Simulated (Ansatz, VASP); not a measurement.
**Ag2I3 in VASP and in Ansatz**

```
Ag I
1.0
     5.73237    0.00000    0.00000
     0.00000    5.73237    0.00000
     0.00000    0.00000    5.73237
Ag I
2 3
Direct
  0.00000 0.00000 0.00000
  0.50000 0.50000 0.50000
  0.00000 0.50000 0.50000
  0.50000 0.00000 0.50000
  0.50000 0.50000 0.00000
```

Alike in both runs: functional PBE; k mesh 4 × 4 × 4; occupations gaussian, width 0.1 eV; no spin polarisation.

Ansatz relaxed the structure, and its values are those at the end. VASP's run is a single point on that final structure, the one shown.

|  | VASP | Ansatz |
| --- | --- | --- |
| version | VASP 6.6.1 | Ansatz 0.2.0 |
| potentials or method | VASP PAW PBE potentials, release 64 (Ag, I), cutoff 520 eV | scalar-relativistic, plane waves, PAW |
| valence electrons in the cell | 43 | 89 |

|  | VASP | Ansatz | Ansatz less VASP |
| --- | --- | --- | --- |
| gap on the k mesh at the Fermi level (eV) | none | none | - |
| pressure (GPa) | -0.1 | -0.1 | +0.04 |

A gap of «none» marks a metal or a gap that the smearing closes. VASP's potentials hold 43 valence electrons a cell and Ansatz's 89, so a difference there can come from the potentials and not from the codes.

Neither program's run includes spin-orbit coupling.
